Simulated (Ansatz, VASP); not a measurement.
**SnO2: VASP beside Ansatz**

```xyz
3
Lattice="1.6588 0.9577 5.0460 -1.6588 0.9577 5.0460 0.0000 -1.9154 5.0460" Properties=species:S:1:pos:R:3 pbc="T T T"
Sn    0.0000    0.0000    7.5690
O     0.0000    0.0000    3.2940
O     0.0000    0.0000   11.8440
```

Alike in both runs: task single point; functional PBE; k mesh 12 × 12 × 12; occupations gaussian, width 0.05 eV; no spin polarisation.

```csv
,VASP,Ansatz
version,VASP 6.6.1,Ansatz 0.2.0
potentials or method,"VASP PAW PBE potentials, release 64 (Sn_d, O), cutoff 520 eV","scalar-relativistic, plane waves, PAW"
valence electrons in the cell,26,26
```

|  | VASP | Ansatz | Ansatz less VASP |
| --- | --- | --- | --- |
| gap on the k mesh at the Fermi level (eV) | 1.75 | 1.76 | +0.014 |
| least direct gap on the mesh (eV) | 2.80 | 2.80 | +0.003 |
| pressure (GPa) | 10.6 | 10.0 | -0.61 |
| traceless stress, the component that is largest in VASP (GPa) | 2.30 | 2.84 | +0.541 |
| rms of the force components (eV/Å) | 1.251 | 1.226 | -0.0256 |

Atom by atom the forces differ by 0.026 eV/Å (rms over components).
